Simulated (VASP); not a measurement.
A run of VASP 6.6.1 is set up as follows.

Contents of POSCAR:

```
LiCl
1.0
    0.0000000000      2.5647700000      2.5647700000
    2.5647700000      0.0000000000      2.5647700000
    2.5647700000      2.5647700000      0.0000000000
Cl Li
1 1
Direct
    0.5000000000      0.5000000000      0.5000000000
    0.0000000000      0.0000000000      0.0000000000
```

File INCAR.step1:

```
  ALGO = Normal
  EDIFF = 1E-6
  EFERMI = MIDGAP
  ENCUT = 800
  GGA = PE
  GGA_COMPAT = False
  ISMEAR = 0
  KPAR = 2
  LASPH = True
  LCHARG = True
  LREAL = False
  LWAVE = False
  NBANDS = 21
  NELM = 120
  PREC = Accurate
  SIGMA = 0.03
```

Contents of KPOINTS.step1:

```
k-points
0
Gamma
  8 8 8
```

The input INCAR.step2:

```
  ALGO = Normal
  EDIFF = 1E-6
  EFERMI = MIDGAP
  EMAX = 11.7444
  EMIN = -13.2556
  ENCUT = 800
  GGA = PE
  GGA_COMPAT = False
  ICHARG = 11
  ISMEAR = -5
  KPAR = 2
  LASPH = True
  LCHARG = False
  LORBIT = 11
  LREAL = False
  LWAVE = False
  NBANDS = 21
  NEDOS = 4001
  NELM = 120
  PREC = Accurate
```

File KPOINTS.step2:

```
Automatic mesh
0
Gamma
  27 27 27
  0 0 0
```

Potentials or basis: VASP PAW PBE potentials, release 64 (Cl, Li_sv).

Launch:

```sh
$ cat potpaw_PBE.64/Cl/POTCAR potpaw_PBE.64/Li_sv/POTCAR > POTCAR
$ cp INCAR.step1 INCAR
$ cp KPOINTS.step1 KPOINTS
$ mpirun -np 2 vasp_std > vasp.out
$ cp INCAR.step2 INCAR
$ cp KPOINTS.step2 KPOINTS
$ mpirun -np 2 vasp_std > vasp.out
```

**Question.** Estimate the band gap on the k mesh.

**Answer.** 6.33 eV.

Caveat: an odd mesh through Γ misses points on the zone boundary, where band edges can lie. PBE gaps usually lie below the measured ones, often by a third to a half.
